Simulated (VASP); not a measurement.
Set up this calculation in VASP 6.6.1, as the native input.

```
Task                   : single point
Functional             : PBE
Potentials or basis    : VASP PAW PBE potentials, release 64 (Ge_d)
Cutoff                 : 520 eV
k mesh                 : 9 × 9 × 10
Occupations            : gaussian, width 0.1 eV
Spin                   : no spin polarisation
Dipole correction      : no
Further INCAR settings : ALGO = Normal; EDIFF = 1e-07; NBANDS = 21
```

The structure of Ge lies in POSCAR:

```
Ge
1.0
    3.8926738729      0.0000005876      0.0028147873
   -1.9463364276      3.3711547564     -0.0028147873
    1.9488767340     -1.1251845070      3.3852965321
Ge
2
Direct
   -0.0029580364      0.0029580364      0.0085123327
    0.7529580364      0.2470419636      0.7414876673
```

One way to write it, as run:

INCAR

```
SYSTEM = Ge
  ALGO = Normal
  EDIFF = 1E-7
  ENCUT = 520
  GGA = PE
  ISIF = 2
  ISMEAR = 0
  LASPH = .TRUE.
  LCHARG = .TRUE.
  LELF = .TRUE.
  LREAL = .FALSE.
  LVHAR = .TRUE.
  LWAVE = .FALSE.
  NBANDS = 21
  NELM = 100
  PREC = Accurate
  SIGMA = 0.1
```

KPOINTS

```
k-points
0
G
  9 9 10
  0 0 0
```

Potentials or basis: VASP PAW PBE potentials, release 64 (Ge_d).

Launch:

```bash
$ cat potpaw_PBE.64/Ge_d/POTCAR > POTCAR
$ mpirun -np 1 vasp_std > vasp.out
```

Results of the run:

```yaml
Pressure: 5.3 GPa
Largest_force: 0.007 eV/Å
Band_gap_on_the_k_mesh: zero (bands 14 and 15 overlap by 0.20 eV)
```

Caveat: the cell stands under pressure; semilocal functionals underestimate gaps, so a narrow gap can read as zero.

Wall time 3.8 min on 1 thread of Intel(R) Xeon(R) Platinum 8259CL CPU @ 2.50GHz (Skylake/Cascade Lake), on a shared host, peak memory 0.29 GiB.
